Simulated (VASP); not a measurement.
Wanted: the native input for a VASP 6.6.1 run.

```yaml
Task: single point
Functional: PBE
Potentials_or_basis: VASP PAW PBE potentials, release 64 (Br, K_sv)
Cutoff: 520 eV
k_mesh: 7 × 7 × 7
Occupations: gaussian, width 0.022 eV
Spin: no spin polarisation
Dipole_correction: no
Further_INCAR_settings: ALGO = Normal; EDIFF = 1e-06; NBANDS = 15
```

The structure of KBr lies in POSCAR:

```
KBr
1.0
    0.0000000000      3.3000000000      3.3000000000
    3.3000000000      0.0000000000      3.3000000000
    3.3000000000      3.3000000000      0.0000000000
Br K
1 1
Direct
    0.5000000000      0.5000000000      0.5000000000
    0.0000000000      0.0000000000      0.0000000000
```

These files were run (other wordings do the same):

INCAR

```
SYSTEM = KBr
PREC     = Accurate       ! precision mode
ENCUT    = 520            ! plane-wave cutoff, eV
EDIFF    = 1E-6           ! SCF threshold, eV
ISMEAR   = 0              ! smearing method
SIGMA    = 0.022          ! smearing width, eV
LREAL    = .FALSE.        ! projectors in reciprocal space
LASPH    = .TRUE.         ! aspherical terms in the spheres
NELM     = 80             ! most SCF steps
ALGO     = Normal         ! electronic algorithm
ISIF     = 2              ! what is computed and relaxed
LWAVE    = .FALSE.        ! write WAVECAR
LCHARG   = .TRUE.         ! write CHGCAR
GGA      = PE             ! functional
LELF     = .TRUE.         ! ELF
LVHAR    = .TRUE.       
NBANDS   = 15             ! bands
```

KPOINTS

```
regular mesh
0
G
  7 7 7
  0 0 0
```

Potentials or basis: VASP PAW PBE potentials, release 64 (Br, K_sv).

Launch:

```bash
$ cat potpaw_PBE.64/Br/POTCAR potpaw_PBE.64/K_sv/POTCAR > POTCAR
$ mpirun -np 1 vasp_std > vasp.out
```

It gave:

* Pressure: 0.8 GPa
* Band gap on the k mesh: 4.43 eV

Caveat: an odd mesh through Γ misses points on the zone boundary, where band edges can lie.

Wall time 39 s on 1 thread of Intel Xeon 8259CL (shared host), peak memory 0.21 GiB.
